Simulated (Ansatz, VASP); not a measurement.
# Two plane-wave programs on Ti3Zn

File INCAR:

```
SYSTEM = Ti3Zn
PREC = Accurate
ENCUT = 520
EDIFF = 1E-6
ISMEAR = 0
SIGMA = 0.15
LREAL = .False.
LASPH = .True.
NELM = 80
ALGO = Fast
ISIF = 2
LWAVE = .False.
LCHARG = .False.
NBANDS = 32
```

Contents of KPOINTS:

```
regular mesh
0
Gamma
  12 12 12
  0 0 0
```

File POSCAR:

```
Ti3Zn
1.0
    3.9783633714      0.0356161499      0.0356161499
    0.0356161499      3.9783633714      0.0356161499
    0.0356161499      0.0356161499      3.9783633714
Ti Zn
3 1
Direct
    0.0000000000      0.5000000000      0.5000000000
    0.5000000000      0.0000000000      0.5000000000
    0.5000000000      0.5000000000      0.0000000000
    0.0000000000      0.0000000000      0.0000000000
```

Input for Ansatz:

```yaml
crystal:
  lattice:
    - [3.9783633714, 0.0356161499, 0.0356161499]
    - [0.0356161499, 3.9783633714, 0.0356161499]
    - [0.0356161499, 0.0356161499, 3.9783633714]
  atoms:
    - { symbol: Ti, position: [0.0, 0.5, 0.5] }
    - { symbol: Ti, position: [0.5, 0.0, 0.5] }
    - { symbol: Ti, position: [0.5, 0.5, 0.0] }
    - { symbol: Zn, position: [0.0, 0.0, 0.0] }
basis:
  ecutwfc: 520.0
kpoints:
  mp_grid: { grid: [12, 12, 12] }
hamiltonian:
  xc: lda
scf:
  occupations: { method: gaussian, width: 0.15 }
output:
  forces: true
  stress: true
  eigenvalues: true
```

Alike in both runs: task single point; functional LDA; k mesh 12 × 12 × 12; occupations gaussian, width 0.15 eV; no spin polarisation.

```csv
,VASP,Ansatz
version,VASP 6.6.1,Ansatz 0.2.0
potentials or method,"VASP PAW LDA potentials, release 64 (Ti_sv, Zn), cutoff 520 eV","scalar-relativistic, plane waves, PAW"
valence electrons in the cell,48,48
```

```csv
,VASP,Ansatz,Ansatz less VASP
gap on the k mesh at the Fermi level (eV),none,none,-
pressure (GPa),-5.9,-6.0,-0.17
"traceless stress, the component that is largest in VASP (GPa)",-1.17,-1.16,+0.005
```

LDA's correlation is that of Perdew and Zunger in VASP and of Perdew and Wang (1992) in Ansatz. A gap of «none» marks a metal or a gap that the smearing closes.
